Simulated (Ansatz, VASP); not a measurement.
CaB6: VASP beside Ansatz

```
Ca B
1.0
     4.12734    0.00000    0.00000
     0.00000    4.12734    0.00000
     0.00000    0.00000    4.12734
Ca B
1 6
Direct
  0.50000 0.50000 0.50000
  0.00000 0.00000 0.29838
  0.00000 0.00000 0.70162
  0.29838 0.00000 0.00000
  0.70162 0.00000 0.00000
  0.00000 0.29838 0.00000
  0.00000 0.70162 0.00000
```

Alike in both runs: functional PBEsol; k mesh 10 × 10 × 10; occupations gaussian, width 0.1 eV; no spin polarisation.

Ansatz relaxed the structure, and its values are those at the end. VASP's run is a single point on that final structure, the one shown.

|  | VASP | Ansatz |
| --- | --- | --- |
| version | VASP 6.6.1 | Ansatz 0.2.0 |
| potentials or method | VASP PAW PBE potentials, release 64 (Ca_sv, B), cutoff 520 eV | scalar-relativistic, plane waves, PAW |
| valence electrons in the cell | 28 | 28 |

```csv
,VASP,Ansatz,Ansatz less VASP
gap on the k mesh at the Fermi level (eV),0.04,0.04,-0.003
least direct gap on the mesh (eV),0.04,0.04,-0.003
pressure (GPa),0.3,0.0,-0.31
rms of the force components (eV/Å),0.017,0.000,-0.0164
```

VASP's potentials were made for PBE, not for PBEsol.
